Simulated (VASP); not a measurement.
Set up this calculation in VASP 6.6.1, as the native input.

- Task: single point
- Functional: RPBE
- Potentials or basis: VASP PAW PBE potentials, release 64 (Ru_pv)
- Cutoff: 520 eV
- k mesh: 16 × 16 × 16
- Occupations: fermi-dirac, width 0.1 eV
- Spin: no spin polarisation
- Dipole correction: no
- Further INCAR settings: ALGO = Normal; EDIFF = 1e-06; NBANDS = 13

The structure of Ru lies in POSCAR:

```
Ru
1.0
   -1.5145763944      1.5145763944      1.5145763944
    1.5145763944     -1.5145763944      1.5145763944
    1.5145763944      1.5145763944     -1.5145763944
Ru
1
Direct
    0.0000000000      0.0000000000      0.0000000000
```

This cell differs from its parent crystal: volume scaled by 0.96.

One way to write it, as run:

INCAR

```
PREC = Accurate
ENCUT = 520
EDIFF = 1E-6
ISMEAR = -1
SIGMA = 0.1
LREAL = False
LASPH = True
NELM = 100
ALGO = Normal
ISIF = 2
LWAVE = False
LCHARG = False
GGA = RP
NBANDS = 13
```

KPOINTS

```
regular mesh
0
Gamma
  16 16 16
```

Potentials or basis: VASP PAW PBE potentials, release 64 (Ru_pv).

Launch:

```console
$ cat potpaw_PBE.64/Ru_pv/POTCAR > POTCAR
$ mpirun -np 1 vasp_std > vasp.out
```

It gave:

```json
{"Pressure": "11.9 GPa", "Band gap on the k mesh": "zero (band 7 reaches 14.47 eV, above the bottom of band 8 at 10.96 eV)"}
```

Caveat: the PAW data sets were made with another functional, which shifts forces and pressure a little.

Wall time 31 s on 1 thread of Intel(R) Xeon(R) Platinum 8175M CPU @ 2.50GHz (Skylake/Cascade Lake), with other jobs on the host, peak memory 0.14 GiB.
